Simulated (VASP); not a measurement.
Write the native input for VASP 6.6.1 that does the following.

* Task: relaxation of cell and atoms
* Functional: PBE
* Potentials or basis: VASP PAW PBE potentials, release 64 (Ru_pv)
* Cutoff: 500 eV
* k mesh: 17 × 17 × 10
* Occupations: fermi-dirac, width 0.05 eV
* Spin: no spin polarisation
* Dipole correction: no
* Further INCAR settings: ALGO = Normal; EDIFF = 1e-07; IBRION = 2; EDIFFG = -0.005; NSW = 45; ISIF = 3

The structure of Ru lies in POSCAR:

```
Ru
1.0
    2.7210772114      0.0000000000      0.0000000000
   -1.3605386057      2.3565219908      0.0000000000
    0.0000000000      0.0000000000      4.2948850397
Ru
2
Direct
    0.3333333333      0.6666666667      0.2500000000
    0.6666666667      0.3333333333      0.7500000000
```

These files were run (other wordings do the same):

INCAR

```
SYSTEM = Ru
PREC = Accurate
ENCUT = 500
EDIFF = 1E-7
ISMEAR = -1
SIGMA = 0.05
LREAL = .False.
LASPH = .True.
NELM = 120
ALGO = Normal
ISIF = 3
LWAVE = .False.
LCHARG = .False.
GGA = PE
IBRION = 2
NSW = 45
EDIFFG = -0.005
GGA_COMPAT = .False.
NELMIN = 4
```

KPOINTS

```
Automatic mesh
0
Gamma
  17 17 10
  0 0 0
```

Potentials or basis: VASP PAW PBE potentials, release 64 (Ru_pv).

Run with:

```bash
$ cat potpaw_PBE.64/Ru_pv/POTCAR > POTCAR
$ mpirun -np 1 vasp_std > vasp.out
```

It gave:

The relaxed volume is 13.77 Å³/atom, the relaxed cell is a = 2.721 Å, b = 2.721 Å, c = 4.295 Å, α = 90.00°, β = 90.00°, γ = 120.00° and the space group after relaxing (to 0.05 Å) is P6_3/mmc (No. 194). The energy gained by relaxing is 0.0 meV/atom and the ionic steps are 3. The pressure after relaxing is 0.0 GPa. The band gap on the k mesh is zero (band 14 reaches 13.99 eV, above the bottom of band 15 at 11.01 eV).

Run time: 63 s on 1 thread of Intel(R) Xeon(R) 6975P-C (Granite Rapids), with other jobs on the host, peak memory 0.2 GiB.
